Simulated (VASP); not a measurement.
Wanted: the native input for a VASP 6.6.1 run.

```yaml
Task: single point
Functional: PBE
Potentials_or_basis: VASP PAW PBE potentials, release 64 (Cd, Hg, Te)
Cutoff: 520 eV
k_mesh: 12 × 12 × 4
Occupations: gaussian, width 0.1 eV
Spin: no spin polarisation
Dipole_correction: no
Further_INCAR_settings: ALGO = Normal; EDIFF = 1e-06; NBANDS = 36
```

The structure of Cd2HgTe3 lies in POSCAR:

```
Cd2HgTe3
1.0
    4.3363562098      0.0000000000      0.0000000000
   -2.1681781049      3.7553946376      0.0000000000
    0.0000000000      0.0000000000     10.6420033445
Cd Hg Te
2 1 3
Direct
    0.3333333333      0.6666666667      0.6666889514
    0.6666666667      0.3333333333      0.3333110486
    0.0000000000      0.0000000000      0.0000000000
    0.0000000000      0.0000000000      0.5000000000
    0.3333333333      0.6666666667      0.1706297352
    0.6666666667      0.3333333333      0.8293702648
```

These files were run (other wordings do the same):

INCAR

```
SYSTEM = Cd2HgTe3
  PREC = Accurate
  ENCUT = 520
  EDIFF = 1E-6
  ISMEAR = 0
  SIGMA = 0.1
  LREAL = .False.
  LASPH = .True.
  NELM = 60
  ALGO = Normal
  ISIF = 2
  LWAVE = .False.
  LCHARG = .False.
  GGA = PE
  NBANDS = 36
```

KPOINTS

```
regular mesh
0
Gamma
  12 12 4
  0 0 0
```

Potentials or basis: VASP PAW PBE potentials, release 64 (Cd, Hg, Te).

Launch:

```console
$ cat potpaw_PBE.64/Cd/POTCAR potpaw_PBE.64/Hg/POTCAR potpaw_PBE.64/Te/POTCAR > POTCAR
$ mpirun -np 1 vasp_std > vasp.out
```

Results of the run:

The pressure is 0.1 GPa. The largest force is 0.007 eV/Å and the band gap on the k mesh is zero (band 27 reaches 4.04 eV, above the bottom of band 28 at 3.27 eV).

Caveat: spin-orbit coupling is left out, which moves the levels of the heavy elements.

Run time: 7.5 min on 1 thread of AMD EPYC 7R13 Processor (Zen 3), with other jobs on the host, peak memory 0.51 GiB.
